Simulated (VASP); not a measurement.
# Cu (P-1) in VASP: single point with PBE+D3(BJ)

Aim: the single point of Cu with PBE+D3(BJ).

Everything below comes from runs of VASP 6.6.1. Logs are shortened: lines on timing, memory, paths and dates and some standing lists are left out, and cuts for length are marked.

## Step 1: The cell of the first run

The typed cell holds 2 atoms: a = 2.403 Å, b = 2.265 Å, c = 4.480 Å, α = 89.93°, β = 89.87°, γ = 112.76°.

## Step 2: Single point, PBE+D3(BJ)

The input, INCAR:

```
PREC = Accurate
ENCUT = 820
EDIFF = 1E-6
ISMEAR = 0
SIGMA = 0.1
LREAL = False
LASPH = True
NELM = 120
ALGO = Normal
ISIF = 2
LWAVE = False
LCHARG = False
GGA = PE
IVDW = 12
NBANDS = 26
GGA_COMPAT = False
```

The input, KPOINTS:

```
regular mesh
0
Gamma
  3 3 1
```

The input, POSCAR:

```
Cu
1.0
    2.3956834010      0.1869853314      0.0027321608
   -1.0359076534      2.0139487954      0.0014408104
    0.0044340082      0.0052599925      4.4798457582
Cu
2
Direct
    0.3333333333      0.6666666667      0.2500000000
    0.6666666667      0.3333333333      0.7500000000
```

Potentials or basis: VASP PAW PBE potentials, release 64 (Cu_sv_GW).

Launch:

```sh
cat potpaw_PBE.64/Cu_sv_GW/POTCAR > POTCAR
mpirun -np 1 vasp_std > vasp.out
```

OUTCAR:

```text
PREC = Accurate
   ENCUT = 820
   EDIFF = 1E-6
   ISMEAR = 0
   LREAL = False
   LASPH = True
   NELM = 120
   ISIF = 2
   GGA = PE
   IVDW = 12
 IVDW          = 12

 ion  position               nearest neighbor table
   1  0.333  0.667  0.250-   2 2.59   2 2.59   2 2.64   2 2.65
   2  0.667  0.333  0.750-   1 2.59   1 2.59   1 2.64   1 2.65

  LATTYP: Found a triclinic cell.
 ALAT       =     2.5871062073
 B/A-ratio  =     0.8753992632
 C/A-ratio  =     1.7316069313
 COS(alpha) =     0.0012275825
 COS(beta)  =     0.0031320871
 COS(gamma) =     0.5161110420

  Lattice vectors:

 A1 = (   1.3597757476,   2.2009341268,   0.0041729712)
 A2 = (  -1.0359076534,   2.0139487954,   0.0014408104)
 A3 = (   0.0044340082,   0.0052599925,   4.4798457582)

Analysis of symmetry for initial positions (statically):
=====================================================================
 Subroutine PRICEL returns:
 Original cell was already a primitive cell.

 Routine SETGRP: Setting up the symmetry group for a
 triclinic supercell.

 Subroutine GETGRP returns: Found  2 space group operations
 (whereof  2 operations were pure point group operations)
 out of a pool of  2 trial point group operations.

The static configuration has the point symmetry S_2 .

Analysis of symmetry for dynamics (positions and initial velocities):
=====================================================================
 Subroutine PRICEL returns:
 Original cell was already a primitive cell.

 Routine SETGRP: Setting up the symmetry group for a
 triclinic supercell.

 Subroutine GETGRP returns: Found  2 space group operations
 (whereof  2 operations were pure point group operations)
 out of a pool of  2 trial point group operations.

The dynamic configuration has the point symmetry S_2 .

 Subroutine INISYM returns: Found  2 space group operations
 (whereof  2 operations are pure point group operations),
 and found     1 'primitive' translations

----------------------------------------------------------------------------------------

                                     Primitive cell

  volume of cell :      22.4820

  direct lattice vectors                    reciprocal lattice vectors
     2.395683401  0.186985331  0.002732161     0.401306938  0.206419275 -0.000639567
    -1.035907653  2.013948795  0.001440810    -0.037258786  0.477372660 -0.000523628
     0.004434008  0.005259993  4.479845758    -0.000232765 -0.000279423  0.223222529

  length of vectors
     2.402971064  2.264750868  4.479851041     0.451283265  0.478824757  0.223222826

  position of ions in fractional coordinates (direct lattice)
     0.333333333  0.666666667  0.250000000
     0.666666667  0.333333333  0.750000000

  ion indices of the primitive-cell ions
   primitive index   ion index
                 1           1
                 2           2

----------------------------------------------------------------------------------------

 KPOINTS: regular mesh

Automatic generation of k-mesh.
 Grid dimensions read from file:
 generate k-points for:    3    3    1

 Generating k-lattice:

  Cartesian coordinates                     Fractional coordinates (reciprocal lattice)
     0.133768979  0.068806425 -0.000213189     0.333333333  0.000000000  0.000000000
    -0.012419595  0.159124220 -0.000174543    -0.000000000  0.333333333  0.000000000
    -0.000232765 -0.000279423  0.223222529     0.000000000  0.000000000  1.000000000

  Length of vectors
     0.150427755  0.159608252  0.223222826

  Shift w.r.t. Gamma in fractional coordinates (k-lattice)
     0.000000000  0.000000000  0.000000000

 Subroutine IBZKPT returns following result:
 ===========================================

 Found      5 irreducible k-points:

 Following reciprocal coordinates:
            Coordinates               Weight
  0.000000  0.000000  0.000000      1.000000
  0.333333 -0.000000  0.000000      2.000000
  0.000000  0.333333  0.000000      2.000000
  0.333333  0.333333  0.000000      2.000000
 -0.333333  0.333333  0.000000      2.000000
   k-points           NKPTS =      5   k-points in BZ     NKDIM =      5   number of bands    NBANDS=     26
   number of dos      NEDOS =    301   number of ions     NIONS =      2
   total plane-waves  NPLWV =  24192
   dimension x,y,z NGX =    24 NGY =   24 NGZ =   42
   dimension x,y,z NGXF=    48 NGYF=   48 NGZF=   84
   ions per type =               2
   NGX,Y,Z   is equivalent  to a cutoff of  16.60, 17.62, 15.59 a.u.
   NGXF,Y,Z  is equivalent  to a cutoff of  33.21, 35.23, 31.17 a.u.
 SYSTEM =  unknown system
   PREC   = accura    normal or accurate (medium, high low for compatibility)
   ISTART =      0    job   : 0-new  1-cont  2-samecut
   ICHARG =      2    charge: 1-file 2-atom 10-const
   ISPIN  =      1    spin polarized calculation?
   LNONCOLLINEAR =      F non collinear calculations
   LSORBIT =      F    spin-orbit coupling
   LASPH  =      T    aspherical Exc in radial PAW
   ENCUT  =  820.0 eV  60.27 Ry    7.76 a.u.   5.61  5.29 10.46*2*pi/ulx,y,z
   NELM   =    120;   NELMIN=  2; NELMDL= -5     # of ELM steps
   EDIFF  = 0.1E-05   stopping-criterion for ELM
   LREAL  =      F    real-space projection
   EDIFFG = 0.1E-04   stopping-criterion for IOM
   NSW    =      0    number of steps for IOM
   IBRION =     -1    ionic relax: 0-MD 1-quasi-New 2-CG
   NFREE  =      0    steps in history (QN), initial steepest desc. (CG)
   ISIF   =      2    stress and relaxation
   ISYM   =      2    0-nonsym 1-usesym 2-fastsym
   POTIM  = 0.5000    time-step for ionic-motion
   TEBEG  =    0.0;   TEEND  =   0.0 temperature during run
   PSTRESS=    0.0 pullay stress
   NELECT =      38.0000    total number of electrons
   NUPDOWN=      -1.0000    fix difference up-down
   EMIN   =  10.00;   EMAX   =-10.00  energy-range for DOS
   EFERMI =   0.00;   METHOD = LEGACY
   ISMEAR =     0;   SIGMA  =   0.10  broadening in eV -4-tet -1-fermi 0-gaus
   EFERMI_NEDOS =   21; number of points for ismear=-14 and -15
   IALGO  =     38    algorithm
   IMIX   =      4    mixing-type and parameters
     AMIX     =   0.40;   BMIX     =  1.00
     AMIX_MAG =   1.60;   BMIX_MAG =  1.00
  volume/ion in A,a.u.               =      11.24        75.86
  Fermi-wavevector in a.u.,A,eV,Ry     =   1.950104  3.685163 51.741697  3.802907
  Thomas-Fermi vector in A             =   2.977713
   LORBIT       =      0    0 simple, 1 ext, 2 COOP (PROOUT), +10 PAW based schemes
   GGA     = PE    functional components
   LHFCALC =     F    Hartree Fock is set to
   AEXX    =    0.0000 exact exchange contribution
   IVDW    =    12    specifies the selected vdW correction
   LEPSILON=     F    determine dielectric tensor
   LRPA    =     F    only Hartree local field effects (RPA)
 non-spin polarized calculation
 Gauss-broadening in eV      SIGMA  =   0.10
  energy-cutoff  :      820.00
  volume of cell :       22.48
 maximum number of plane-waves:      1208
 NGX is ok and might be reduce to    24
   NGX = 11   NGY = 11   NGZ = 21

 number of electron      38.0000005 magnetization

 Free energy of the ion-electron system (eV)
  ---------------------------------------------------
  ext. energy  EPLUGINS =         0.00000000
  ---------------------------------------------------
  free energy    TOTEN  =        -7.27459185 eV

  energy without entropy =       -7.27453323  energy(sigma->0) =       -7.27456254

 E-fermi :  10.8027     XC(G=0): -13.6354

 val. band max:       10.5704874927   @ k =   0.0000   0.0000   0.0000
 cond. band min:      11.0483095955   @ k =   0.3333   0.3333   0.0000
 fundamental gap:      0.4778221028
 Fermi energy:        10.8026608682

 k-point     1 :       0.0000    0.0000    0.0000
  band No.  band energies     occupation
      1    -104.3675      2.00000
      2    -104.3587      2.00000
      3     -61.8085      2.00000
      4     -61.7248      2.00000
      5     -61.6602      2.00000
      6     -61.6522      2.00000
[... 18 lines left out ...]
     25      32.5796      0.00000
     26      33.1140      0.00000

 k-point     2 :       0.3333   -0.0000    0.0000
  band No.  band energies     occupation
      1    -104.3548      2.00000
      2    -104.3490      2.00000
      3     -61.7829      2.00000
      4     -61.7549      2.00000
      5     -61.7471      2.00000
      6     -61.7286      2.00000
[... 18 lines left out ...]
     25      28.6043      0.00000
     26      32.1909      0.00000

 k-point     3 :       0.0000    0.3333    0.0000
  band No.  band energies     occupation
      1    -104.3446      2.00000
      2    -104.3395      2.00000
      3     -61.7876      2.00000
      4     -61.7802      2.00000
      5     -61.7726      2.00000
      6     -61.7235      2.00000
[... 18 lines left out ...]
     25      25.6027      0.00000
     26      31.3845      0.00000

 k-point     4 :       0.3333    0.3333    0.0000
  band No.  band energies     occupation
      1    -104.3343      2.00000
      2    -104.3328      2.00000
      3     -61.7867      2.00000
      4     -61.7786      2.00000
      5     -61.7469      2.00000
      6     -61.7384      2.00000
[... 18 lines left out ...]
     25      20.6298      0.00000
     26      22.1716      0.00000

 k-point     5 :      -0.3333    0.3333    0.0000
  band No.  band energies     occupation
      1    -104.3386      2.00000
      2    -104.3342      2.00000
      3     -61.7847      2.00000
      4     -61.7769      2.00000
      5     -61.7644      2.00000
      6     -61.7220      2.00000
[... 18 lines left out ...]
     25      25.8160      0.00000
     26      28.0740      0.00000

------------------------ aborting loop because EDIFF is reached ----------------------------------------

 Edisp (eV)   -1.22754

 E8    (eV) :    -0.5265

  FORCE on cell =-STRESS in cart. coord.  units (eV):
  Direction    XX          YY          ZZ          XY          YZ          ZX
  --------------------------------------------------------------------------------------
  -------------------------------------------------------------------------------------
  Total       1.24257     2.16934    -0.60098    -3.14726    -0.01885    -0.02030
  in kB      88.55179   154.59765   -42.82876  -224.28932    -1.34318    -1.44639
  external pressure =       66.77 kB  Pullay stress =        0.00 kB

 VOLUME and BASIS-vectors are now :
 -----------------------------------------------------------------------------
  energy-cutoff  :      820.00
  volume of cell :       22.48
      direct lattice vectors                 reciprocal lattice vectors
     2.395683401  0.186985331  0.002732161     0.401306938  0.206419275 -0.000639567
    -1.035907653  2.013948795  0.001440810    -0.037258786  0.477372660 -0.000523628
     0.004434008  0.005259993  4.479845758    -0.000232765 -0.000279423  0.223222529

 POSITION                                       TOTAL-FORCE (eV/Angst)
 -----------------------------------------------------------------------------------
      0.10906      1.40628      1.12183        -0.081278      0.024644      0.002513
      1.25515      0.79992      3.36219         0.081278     -0.024644     -0.002513
 -----------------------------------------------------------------------------------
    total drift:                               -0.000000      0.000000     -0.000000

  FREE ENERGIE OF THE ION-ELECTRON SYSTEM (eV)
  ---------------------------------------------------
  free  energy   TOTEN  =        -8.5021360644 eV

  energy  without entropy=       -8.5020774506  energy(sigma->0) =       -8.50210676
```

Wall time 8.7 s (1 thread of Intel Xeon 6975P-C (Granite Rapids), shared host); peak memory 0.16 GiB.

Results:

| Property | Result |
| --- | --- |
| Free energy | -8.5021 eV |
| Pressure | 6.7 GPa |
| Largest force | 0.085 eV/Å |
| Band gap on the k mesh | zero (bands 19 and 20 overlap by 4.35 eV) |
| Dispersion energy per atom | -0.614 eV |

Forces in eV/Å, atoms in the order of the input:
```
Cu  -0.081  0.025  0.003
Cu   0.081 -0.025 -0.003
```

Stress tensor (GPa, compression positive):
```
  8.86 -22.43  -0.14
-22.43  15.46  -0.13
 -0.14  -0.13  -4.28
```

Caveat: the k points lie up to 1.40 Å⁻¹ apart, too coarse for converged energies and pressures of a metal; three body term missing.

The gap in the log of VASP goes by the Fermi energy; the results here count the filled bands.